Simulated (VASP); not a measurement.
A run of VASP 6.6.1:

File INCAR:

```
PREC = Accurate
ENCUT = 600
EDIFF = 1E-6
ISMEAR = 0
SIGMA = 0.1
LREAL = False
LASPH = True
NELM = 80
ALGO = Normal
ISIF = 3
LWAVE = False
LCHARG = False
GGA = PE
IBRION = 2
NSW = 90
EDIFFG = -0.04
```

File KPOINTS:

```
regular mesh
0
Gamma
  4 4 4
```

File POSCAR:

```
Al2Cl
1.0
    0.0000000000      3.2739497700      3.2739497700
    3.2739497700      0.0000000000      3.2739497700
    3.2739497700      3.2739497700      0.0000000000
Al Cl
2 1
Direct
    0.2500000000      0.2500000000      0.2500000000
    0.7500000000      0.7500000000      0.7500000000
    0.5000000000      0.5000000000      0.5000000000
```

Potentials or basis: VASP PAW PBE potentials, release 64 (Al, Cl).

Run with:

```bash
$ cat potpaw_PBE.64/Al/POTCAR potpaw_PBE.64/Cl/POTCAR > POTCAR
$ mpirun -np 1 vasp_std > vasp.out
```

Hardware: 1 thread of Intel(R) Xeon(R) Platinum 8488C (Sapphire Rapids), with other jobs on the host.

Task: How long does it take, and how much memory?

Result: Wall time 38 s on 1 thread of Intel(R) Xeon(R) Platinum 8488C (Sapphire Rapids), on a shared host, peak memory 0.22 GiB. Counts: scf iterations 30, k points 8, ion steps 3.
